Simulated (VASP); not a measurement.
Wanted: the native input for a VASP 6.6.1 run.

```
Task                   : single point
Functional             : PBE
Potentials or basis    : VASP PAW PBE potentials, release 64 (W_sv)
Cutoff                 : 520 eV
k mesh                 : 6 × 6 × 6
Occupations            : gaussian, width 0.1 eV
Spin                   : no spin polarisation
Dipole correction      : no
Further INCAR settings : ALGO = Normal; EDIFF = 1e-06; NBANDS = 21
```

The structure of W lies in POSCAR:

```
W
1.0
    1.5035646668      0.8680834652      4.2241023221
   -1.5035646668      0.8680834652      4.2241023221
    0.0000000000     -1.7361669303      4.2241023221
W
2
Direct
    0.2500009683      0.2500009683      0.2500009683
    0.7499990317      0.7499990317      0.7499990317
```

One way to write it, as run:

INCAR

```
SYSTEM = W
PREC = Accurate ; ENCUT = 520
EDIFF = 1E-6 ; ISMEAR = 0
SIGMA = 0.1 ; LREAL = .False.
LASPH = .True. ; NELM = 60
ALGO = Normal ; ISIF = 2
LWAVE = .False. ; LCHARG = .False.
GGA = PE ; NBANDS = 21
```

KPOINTS

```
Automatic mesh
0
Gamma
  6 6 6
  0 0 0
```

Potentials or basis: VASP PAW PBE potentials, release 64 (W_sv).

Run with:

```sh
$ cat potpaw_PBE.64/W_sv/POTCAR > POTCAR
$ mpirun -np 1 vasp_std > vasp.out
```

Results of the run:

```
Pressure               : 0.5 GPa
Band gap on the k mesh : zero (band 14 reaches 11.37 eV, above the bottom of band 15 at 10.07 eV)
```

Caveat: the k points lie up to 0.41 Å⁻¹ apart; spin-orbit coupling is left out, which moves the levels of the heavy elements.

Run time: 25 s on 1 thread of AMD EPYC 7R13 Processor (Zen 3), on a shared host, peak memory 0.18 GiB.
